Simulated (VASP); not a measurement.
# Ti3Al3Cu2 (P4/mmm) in VASP: a series of runs

Runs on Ti3Al3Cu2. Level: PBE. Tasks: single point.

Program: VASP 6.6.1. These are calculated values, not measurements. Logs are shortened: lines on timing, memory, paths and dates and some standing lists are left out, and cuts for length are marked.

### Step 1. The cell of the first run

It takes space group P4/mmm (No. 123, tetragonal). Conventional cell: a = 2.848 Å, b = 2.848 Å, c = 14.799 Å, α = 90.00°, β = 90.00°, γ = 90.00°. Within 3.6 Å of Ti (site symmetry 4mm) lie 4 Cu at 2.74 Å and 5 Al at 2.81 to 3.42 Å and 4 Ti at 2.85 Å. Within 3.8 Å of Ti (site symmetry 4/mmm) lie 4 Ti at 2.85 Å and 8 Al at 2.85 Å. Al (site symmetry 4mm) has 8 Ti at 2.81 to 2.85 Å and 9 Al at 2.85 to 4.03 Å and 1 Cu at 3.82 Å within 4.1 Å. Al (site symmetry 4/mmm) has 8 Cu at 2.55 Å and 4 Al at 2.85 Å and 2 Ti at 3.42 Å within 3.5 Å. Within 3.4 Å of Cu (site symmetry 4mm) lie 4 Al at 2.55 Å and 4 Ti at 2.74 Å and 5 Cu at 2.85 to 3.13 Å.

### Step 2. Single point, PBE

Input file INCAR:

```
PREC = Accurate
ENCUT = 590
EDIFF = 1E-6
ISMEAR = 0
SIGMA = 0.1
LREAL = False
LASPH = True
NELM = 300
ALGO = All
ISIF = 2
LWAVE = False
LCHARG = False
GGA = PE
NBANDS = 44
GGA_COMPAT = False
ISEARCH = 1
KPAR = 4
```

Input file KPOINTS:

```
Automatic mesh
0
Gamma
  12 12 2
```

Input file POSCAR:

```
Ti3Al3Cu2
1.0
    2.8478644437      0.0000000000      0.0000000000
    0.0000000000      2.8478644437      0.0000000000
    0.0000000000      0.0000000000     14.7988335378
Ti Al Cu
3 3 2
Direct
    0.0000000000      0.0000000000      0.7308112041
    0.0000000000      0.0000000000      0.2691887959
    0.0000000000      0.0000000000      0.0000000000
    0.5000000000      0.5000000000      0.8637142331
    0.5000000000      0.5000000000      0.1362857669
    0.0000000000      0.0000000000      0.5000000000
    0.5000000000      0.5000000000      0.6057056406
    0.5000000000      0.5000000000      0.3942943594
```

Potentials or basis: VASP PAW PBE potentials, release 64 (Ti_sv, Al, Cu).

Launch:

```sh
cat potpaw_PBE.64/Ti_sv/POTCAR potpaw_PBE.64/Al/POTCAR potpaw_PBE.64/Cu/POTCAR > POTCAR
mpirun -np 4 vasp_std > vasp.out
```

OUTCAR:

```text
PREC = Accurate
   ENCUT = 590
   EDIFF = 1E-6
   ISMEAR = 0
   LREAL = False
   LASPH = True
   NELM = 300
   ISIF = 2
   GGA = PE

 ion  position               nearest neighbor table
   1  0.000  0.000  0.731-   7 2.74   7 2.74   7 2.74   7 2.74   4 2.81   4 2.81   4 2.81   4 2.81

   2  0.000  0.000  0.269-   8 2.74   8 2.74   8 2.74   8 2.74   5 2.81   5 2.81   5 2.81   5 2.81

   3  0.000  0.000  0.000-   4 2.85   5 2.85   4 2.85   5 2.85   4 2.85   5 2.85   4 2.85   5 2.85
[... 7 lines left out ...]
   7  0.500  0.500  0.606-   6 2.55   6 2.55   6 2.55   6 2.55   1 2.74   1 2.74   1 2.74   1 2.74

   8  0.500  0.500  0.394-   6 2.55   6 2.55   6 2.55   6 2.55   2 2.74   2 2.74   2 2.74   2 2.74

  LATTYP: Found a simple tetragonal cell.
 ALAT       =     2.8478644437
 C/A-ratio  =     5.1964669774

  Lattice vectors:

 A1 = (   2.8478644437,   0.0000000000,   0.0000000000)
 A2 = (   0.0000000000,   2.8478644437,   0.0000000000)
 A3 = (   0.0000000000,   0.0000000000,  14.7988335378)

Analysis of symmetry for initial positions (statically):
=====================================================================
 Subroutine PRICEL returns:
 Original cell was already a primitive cell.

 Routine SETGRP: Setting up the symmetry group for a
 simple tetragonal supercell.

 Subroutine GETGRP returns: Found 16 space group operations
 (whereof 16 operations were pure point group operations)
 out of a pool of 16 trial point group operations.

The static configuration has the point symmetry D_4h.

Analysis of symmetry for dynamics (positions and initial velocities):
=====================================================================
 Subroutine PRICEL returns:
 Original cell was already a primitive cell.

 Routine SETGRP: Setting up the symmetry group for a
 simple tetragonal supercell.

 Subroutine GETGRP returns: Found 16 space group operations
 (whereof 16 operations were pure point group operations)
 out of a pool of 16 trial point group operations.

The dynamic configuration has the point symmetry D_4h.

 Subroutine INISYM returns: Found 16 space group operations
 (whereof 16 operations are pure point group operations),
 and found     1 'primitive' translations
[... 106 lines left out ...]
   NELM   =    300;   NELMIN=  2; NELMDL= -5     # of ELM steps
   EDIFF  = 0.1E-05   stopping-criterion for ELM
   LREAL  =      F    real-space projection
   EDIFFG = 0.1E-04   stopping-criterion for IOM
   NSW    =      0    number of steps for IOM
   IBRION =     -1    ionic relax: 0-MD 1-quasi-New 2-CG
   NFREE  =      0    steps in history (QN), initial steepest desc. (CG)
   ISIF   =      2    stress and relaxation
   ISYM   =      2    0-nonsym 1-usesym 2-fastsym
   POTIM  = 0.5000    time-step for ionic-motion
   TEBEG  =    0.0;   TEEND  =   0.0 temperature during run
   PSTRESS=    0.0 pullay stress
   NELECT =      67.0000    total number of electrons
   NUPDOWN=      -1.0000    fix difference up-down
   EMIN   =  10.00;   EMAX   =-10.00  energy-range for DOS
   EFERMI =   0.00;   METHOD = LEGACY
   ISMEAR =     0;   SIGMA  =   0.10  broadening in eV -4-tet -1-fermi 0-gaus
   EFERMI_NEDOS =   21; number of points for ismear=-14 and -15
   IALGO  =     58    algorithm
   IMIX   =      4    mixing-type and parameters
     AMIX     =   0.40;   BMIX     =  1.00
     AMIX_MAG =   1.60;   BMIX_MAG =  1.00
  volume/ion in A,a.u.               =      15.00       101.24
  Fermi-wavevector in a.u.,A,eV,Ry     =   1.347962  2.547279 24.721816  1.817002
  Thomas-Fermi vector in A             =   2.475670
   LORBIT       =      0    0 simple, 1 ext, 2 COOP (PROOUT), +10 PAW based schemes
   GGA     = PE    functional components
   LHFCALC =     F    Hartree Fock is set to
   AEXX    =    0.0000 exact exchange contribution
   IVDW    =     0    specifies the selected vdW correction
   LEPSILON=     F    determine dielectric tensor
   LRPA    =     F    only Hartree local field effects (RPA)
 non-spin polarized calculation
 Gauss-broadening in eV      SIGMA  =   0.10
  energy-cutoff  :      590.00
  volume of cell :      120.02
 maximum number of plane-waves:      3936
 NGX is ok and might be reduce to    24
   NGX = 11   NGY = 11   NGZ = 59

 number of electron      66.9999971 magnetization

 Free energy of the ion-electron system (eV)
  ---------------------------------------------------
  ext. energy  EPLUGINS =         0.00000000
  ---------------------------------------------------
  free energy    TOTEN  =       -44.69320499 eV

  energy without entropy =      -44.66381486  energy(sigma->0) =      -44.67850992

 E-fermi :   8.3598     XC(G=0): -11.4078

 val. band max:        8.3556943233   @ k =   0.3333   0.3333   0.0000
 cond. band min:       8.3808023396   @ k =   0.1667   0.0000   0.0000
 fundamental gap:      0.0251080163
 Fermi energy:         8.3598404628

 k-point     1 :       0.0000    0.0000    0.0000
  band No.  band energies     occupation
      1     -48.3689      2.00000
      2     -48.3689      2.00000
      3     -48.3076      2.00000
      4     -24.7339      2.00000
      5     -24.7316      2.00000
      6     -24.7070      2.00000
[... 1117 lines left out ...]
     43      10.9166      0.00000
     44      12.0181      0.00000

 [... further k-points ...]

------------------------ aborting loop because EDIFF is reached ----------------------------------------

  FORCE on cell =-STRESS in cart. coord.  units (eV):
  Direction    XX          YY          ZZ          XY          YZ          ZX
  --------------------------------------------------------------------------------------
  -------------------------------------------------------------------------------------
  Total        0.0915433      0.0915433      0.1230488      0.0000000      0.0000000      0.0000000
  in kB        1.2219995      1.2219995      1.6425625      0.0000000      0.0000000      0.0000000
  external PRESSURE =       1.3621872 kB  Pullay stress =       0.0000000 kB

 VOLUME and BASIS-vectors are now :
 -----------------------------------------------------------------------------
  energy-cutoff  :      590.00
  volume of cell :      120.02
      direct lattice vectors                 reciprocal lattice vectors
     2.847864444  0.000000000  0.000000000     0.351140309  0.000000000  0.000000000
     0.000000000  2.847864444  0.000000000     0.000000000  0.351140309  0.000000000
     0.000000000  0.000000000 14.798833538     0.000000000  0.000000000  0.067572893

 POSITION                                       TOTAL-FORCE (eV/Angst)
 -----------------------------------------------------------------------------------
      0.00000      0.00000     10.81515        -0.000000      0.000000      0.021841
      0.00000      0.00000      3.98368         0.000000     -0.000000     -0.021841
      0.00000      0.00000      0.00000         0.000000      0.000000      0.000000
      1.42393      1.42393     12.78196         0.000000     -0.000000      0.000278
      1.42393      1.42393      2.01687         0.000000      0.000000     -0.000278
      0.00000      0.00000      7.39942         0.000000      0.000000      0.000000
      1.42393      1.42393      8.96374         0.000000      0.000000      0.011494
      1.42393      1.42393      5.83510         0.000000     -0.000000     -0.011494
 -----------------------------------------------------------------------------------
    total drift:                                0.000000     -0.000000      0.000000

  FREE ENERGIE OF THE ION-ELECTRON SYSTEM (eV)
  ---------------------------------------------------
  free  energy   TOTEN  =       -44.6932049914 eV

  energy  without entropy=      -44.6638132736  energy(sigma->0) =      -44.67850913
```

stdout:

```text
POSCAR found type information on POSCAR TiAlCu
 POSCAR found :  3 types and       8 ions
 scaLAPACK will be used
 LDA part: xc-table for (Slater+PW92), standard interpolation
 POSCAR, INCAR and KPOINTS ok, starting setup
[... 80 lines left out ...]
 gam= 0.674 trial= 0.190  step=  0.0899 mean=  0.1904
 gam= 0.536 g(H,U,f)=  0.551E-05 0.322E-05 0.944E-06 ort(H,U,f) = 0.574E-05-0.407E-05-0.123E-05
 gam= 0.536 trial= 0.180  step=  0.2976 mean=  0.1803
 gam= 0.986 g(H,U,f)=  0.522E-05 0.337E-05 0.950E-06 ort(H,U,f) = 0.161E-05-0.495E-06-0.282E-06
 gam= 0.986 trial= 0.192  step=  0.1327 mean=  0.1921
 gam= 0.853 g(H,U,f)=  0.304E-05 0.392E-05 0.118E-05 ort(H,U,f) = 0.282E-05-0.216E-05-0.696E-06
 gam= 0.853 trial= 0.186  step=  0.1444 mean=  0.1861
 final diagonalization occupied
```

Run time: 5.7 min. Hardware: 4 MPI ranks of AMD EPYC 7R43 (Zen 3), shared host; peak memory 0.72 GiB.

Results:

```
Free energy            : -44.6932 eV
Pressure               : 0.1 GPa
Largest force          : 0.022 eV/Å
Band gap on the k mesh : zero (an odd number of electrons rules out a gap without spin polarisation)
```

Forces on the atoms (eV/Å):
```
Ti   0.000  0.000  0.022
Ti   0.000  0.000 -0.022
Ti   0.000  0.000  0.000
Al   0.000  0.000  0.000
Al   0.000  0.000  0.000
Al   0.000  0.000  0.000
Cu   0.000  0.000  0.011
Cu   0.000  0.000 -0.011
```

### Step 3. Single point, PBE, collinear spin (16.55 Å³/atom)

This run uses another cell than the first one, of 16.55 Å³/atom.

Input file INCAR:

```
SYSTEM = Ti3Al3Cu2
PREC     = Accurate       ! precision mode
ENCUT    = 520            ! plane-wave cutoff, eV
EDIFF    = 1E-7           ! SCF threshold, eV
ISMEAR   = 0              ! smearing method
SIGMA    = 0.1            ! smearing width, eV
LREAL    = .FALSE.        ! projectors in reciprocal space
LASPH    = .TRUE.         ! aspherical terms in the spheres
NELM     = 150            ! most SCF steps
ALGO     = Normal         ! electronic algorithm
ISIF     = 2              ! what is computed and relaxed
LWAVE    = .FALSE.        ! write WAVECAR
LCHARG   = .FALSE.        ! write CHGCAR
ISPIN    = 2              ! spin polarisation
MAGMOM   = 0.62 0 0 0 0 0 0 0 ! initial moments
LORBIT   = 11             ! projections on sites
LMAXMIX  = 4              ! l up to which the mixer works
GGA      = PE             ! functional
NBANDS   = 48             ! bands
KPAR     = 4
```

Input file KPOINTS:

```
regular mesh
0
G
  12 12 2
  0 0 0
```

Input file POSCAR:

```
Ti3Al3Cu2
1.0
    2.9530048251      0.0000000000      0.0000000000
    0.0000000000      2.9530048251      0.0000000000
    0.0000000000      0.0000000000     15.1788090651
Ti Al Cu
3 3 2
Direct
    0.0000000000      0.0000000000      0.5000000000
    0.5000000000      0.5000000000      0.8642218309
    0.5000000000      0.5000000000      0.1357781691
    0.0000000000      0.0000000000      0.2711474648
    0.0000000000      0.0000000000      0.7288525352
    0.0000000000      0.0000000000      0.0000000000
    0.5000000000      0.5000000000      0.6214138840
    0.5000000000      0.5000000000      0.3785861160
```

Potentials or basis: VASP PAW PBE potentials, release 64 (Ti_sv, Al, Cu).

Launch:

```sh
cat potpaw_PBE.64/Ti_sv/POTCAR potpaw_PBE.64/Al/POTCAR potpaw_PBE.64/Cu/POTCAR > POTCAR
mpirun -np 4 vasp_std > vasp.out
```

It took 14 min on 4 MPI ranks of Oxide Virtual Turin-like, shared host; peak memory 0.63 GiB.

Results (log left out):

```yaml
Free_energy: -44.3555 eV
Pressure: -9.2 GPa
Largest_force: 0.020 eV/Å
Net_moment: 0.78 μB per cell
Site_moments: Ti +0.61, -0.01 (each value once); Al -0.00; Cu +0.02 μB
Valence_electrons_inside_the_program's_atomic_spheres: Ti 10.12, 10.17 (each value once); Al 0.76, 0.78 (each value once); Cu 9.96
```

Forces in eV/Å, atoms in the order of the input:
```
Ti   0.000  0.000  0.000
Ti   0.000  0.000  0.002
Ti   0.000  0.000 -0.002
Al   0.000  0.000 -0.020
Al   0.000  0.000  0.020
Al   0.000  0.000  0.000
Cu   0.000  0.000 -0.003
Cu   0.000  0.000  0.003
```

Levels at points of the mesh, in eV from the Fermi level:
Spin up:
| k point | band 31 | band 32 | band 33 | band 34 | band 35 | band 36 |
| --- | --- | --- | --- | --- | --- | --- |
| (0.00, 0.00, 0.00) | -0.69 | -0.60 | -0.50 | 0.44 | 1.18 | 1.54 |
| (0.50, 0.00, 0.00) | -1.50 | -1.36 | -1.11 | -0.64 | -0.55 | -0.28 |
| (0.50, 0.50, 0.00) | -0.83 | -0.37 | -0.37 | -0.18 | 0.48 | 1.01 |
| (0.00, 0.00, 0.50) | -0.87 | -0.69 | -0.60 | 0.46 | 1.21 | 1.50 |
| (0.50, 0.00, 0.50) | -1.37 | -1.37 | -1.29 | -0.55 | -0.55 | -0.30 |
| (0.50, 0.50, 0.50) | -1.38 | -0.18 | 0.37 | 0.37 | 0.43 | 0.43 |
Spin down:
```
           k point  band 29  band 30  band 31  band 32  band 33  band 34  band 35  band 36  band 37  band 38
(0.00, 0.00, 0.00)    -1.97    -0.69    -0.60    -0.30     0.15     0.44     1.51     1.53     1.53     1.70
(0.50, 0.00, 0.00)    -2.06    -1.52    -1.38    -1.36    -0.99    -0.58    -0.26     0.34     1.48     1.51
(0.50, 0.50, 0.00)    -1.37    -0.80    -0.80    -0.27    -0.27    -0.18     0.48     1.07     1.54     1.54
(0.00, 0.00, 0.50)    -1.26    -0.69    -0.69    -0.60     0.15     0.49     1.52     1.52     1.54     1.71
(0.50, 0.00, 0.50)    -2.06    -1.51    -1.38    -1.22    -1.20    -0.48    -0.28     0.34     1.48     1.51
(0.50, 0.50, 0.50)    -1.37    -1.29    -1.29    -0.18     0.46     0.46     0.48     0.48     0.49     1.13
```

Caveat: the cell stands under tension.

The gap in the log of VASP goes by the Fermi energy; the results here count the filled bands.